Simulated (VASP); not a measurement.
The system is BN.

```xyz
4
Lattice="2.5439 0.0000 0.0000 -1.2720 2.2031 0.0000 0.0000 0.0000 4.1657" Properties=species:S:1:pos:R:3 pbc="T T T"
B     0.0000    1.4688    0.0008
B     1.2720    0.7344    2.0837
N     0.0000    1.4688    1.5613
N     1.2720    0.7344    3.6442
```

This cell differs from its parent crystal: uniaxial z strain -1.0%.

Base run:

```yaml
Program: VASP 6.6.1
Functional: r2SCAN
Potentials_or_basis: VASP PAW PBE potentials, release 64 (B, N)
Cutoff: 520 eV
k_mesh: 12 × 12 × 6
Occupations: gaussian, width 0.01 eV
Spin: no spin polarisation
```

Its results: band gap on the k mesh 5.74 eV (least direct gap 8.98 eV); pressure 5.3 GPa.

**Question.** The run is repeated on the same cell with these changes: functional from r2SCAN to PBE; occupations from gaussian, width 0.01 eV to fermi-dirac, width 0.02 eV. What comes out?

**Answer.** Band gap on the k mesh 5.21 eV (least direct gap 8.29 eV); pressure 9.0 GPa.

Caveats: the cell stands under pressure; the PAW data sets were made with another functional, which shifts forces and pressure a little (at least some runs).

A k mesh can miss the band edges.
